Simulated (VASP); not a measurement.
Write the native input for VASP 6.6.1 that does the following.

* Task: single point
* Functional: PBE
* Potentials or basis: VASP PAW PBE potentials, release 64 (Ga_d, Sb)
* Cutoff: 520 eV
* k mesh: 16 × 16 × 16
* Occupations: gaussian, width 0.15 eV
* Spin: no spin polarisation
* Dipole correction: no
* Further INCAR settings: ALGO = Normal; EDIFF = 1e-07; NBANDS = 16

The structure of GaSb lies in POSCAR:

```
GaSb
1.0
   -1.5683933862      2.3957499065      3.1712435421
    1.5683933862     -2.3957499065      3.1712435421
    1.5683933862      2.3957499065     -3.1712435421
Ga Sb
1 1
Direct
    0.0000000000      0.0000000000      0.0000000000
    0.5000000000      0.5000000000      0.0000000000
```

This cell differs from its parent crystal: strain +e along x and -e along y +0.0267, strain +e along z and -e/2 along x and y +0.1000.

The input as run:

INCAR

```
PREC = Accurate ; ENCUT = 520
EDIFF = 1E-7 ; ISMEAR = 0
SIGMA = 0.15 ; LREAL = False
LASPH = True ; NELM = 80
ALGO = Normal ; ISIF = 2
LWAVE = False ; LCHARG = False
GGA = PE ; NBANDS = 16
```

KPOINTS

```
regular mesh
0
Gamma
  16 16 16
```

Potentials or basis: VASP PAW PBE potentials, release 64 (Ga_d, Sb).

Run with:

```bash
$ cat potpaw_PBE.64/Ga_d/POTCAR potpaw_PBE.64/Sb/POTCAR > POTCAR
$ mpirun -np 1 vasp_std > vasp.out
```

It gave:

```
Pressure               : 3.1 GPa
Band gap on the k mesh : zero (band 9 reaches 10.53 eV, above the bottom of band 10 at 4.42 eV)
```

Caveat: the cell differs from its parent crystal (strain +e along x and -e along y +0.0267, strain +e along z and -e/2 along x and y +0.1000); spin-orbit coupling is left out, which moves the levels of the heavy elements.

Wall time 3.3 min on 1 thread of Intel Xeon 6975P-C, on a shared host, peak memory 0.58 GiB.
